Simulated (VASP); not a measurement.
Au: single point with PBEsol

Crystal: Au.

```
CELL_PARAMETERS angstrom
2.90000 0.00000 0.00000
-1.45000 2.51147 0.00000
0.00000 0.00000 4.88000
ATOMIC_POSITIONS crystal
Au 0.33333 0.66667 0.75000
Au 0.66667 0.33333 0.25000
```

```yaml
Program: VASP 6.6.1
Task: single point
Functional: PBEsol
Potentials_or_basis: VASP PAW PBE potentials, release 64 (Au)
Cutoff: 520 eV
k_mesh: 11 × 11 × 6
Occupations: fermi-dirac, width 0.1 eV
Spin: no spin polarisation
Dipole_correction: no
Further_INCAR_settings: ALGO = Normal; EDIFF = 1e-06; NBANDS = 18
```

| Item | Value |
| --- | --- |
| Pressure | -6.7 GPa |
| Band gap on the k mesh | zero (band 11 reaches 12.19 eV, above the bottom of band 12 at 6.03 eV) |

Stress tensor (GPa, compression positive):
```
-6.60  0.00  0.00
 0.00 -6.60  0.00
 0.00  0.00 -6.89
```

Levels at points of the mesh, in eV from the Fermi level:
```
           k point  band 9  band 10  band 11  band 12  band 13  band 14
(0.00, 0.00, 0.00)   -3.35    -2.08    -2.08    -0.98     2.49    14.64
(0.00, 0.00, 0.50)   -2.51    -2.51    -2.51    -2.51    10.32    10.32
```

Wall time 21 s on 1 thread of Intel Xeon 6975P-C, with other jobs on the host, peak memory 0.17 GiB.

Caveat: the PAW data sets were made with another functional, which shifts forces and pressure a little; spin-orbit coupling is left out, which moves the levels of the heavy elements.
